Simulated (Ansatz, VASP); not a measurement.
# CdO: VASP beside Ansatz

```
Cd O
1.0
     0.00000    2.37396    2.37396
     2.37396    0.00000    2.37396
     2.37396    2.37396    0.00000
Cd O
1 1
Direct
  0.00000 0.00000 0.00000
  0.50000 0.50000 0.50000
```

Alike in both runs: task single point; functional HSE06; k mesh 4 × 4 × 4; occupations fermi-dirac, width 0.05 eV; no spin polarisation.

```csv
,VASP,Ansatz
version,VASP 6.6.1,Ansatz 0.2.0 development build
potentials or method,"VASP PAW PBE potentials, release 64 (Cd, O)","plane waves, PAW datasets (generated soft set 1)"
plane-wave cutoff (eV),520,420
valence electrons in the cell,18,26
```

Ansatz gave:

| Property | Result |
| --- | --- |
| gap on the k mesh at the Fermi level (eV) | 0.84 |

Question: Estimate VASP's values.

Answer: gap on the k mesh at the Fermi level (eV): 0.83.

VASP's potentials hold 18 valence electrons a cell and Ansatz's 26, so a difference there can come from the potentials and not from the codes. Ansatz's warnings: stress exchange threshold loose, stress scf threshold loose.

The k mesh is coarse, so the values compare programs but aren't converged.
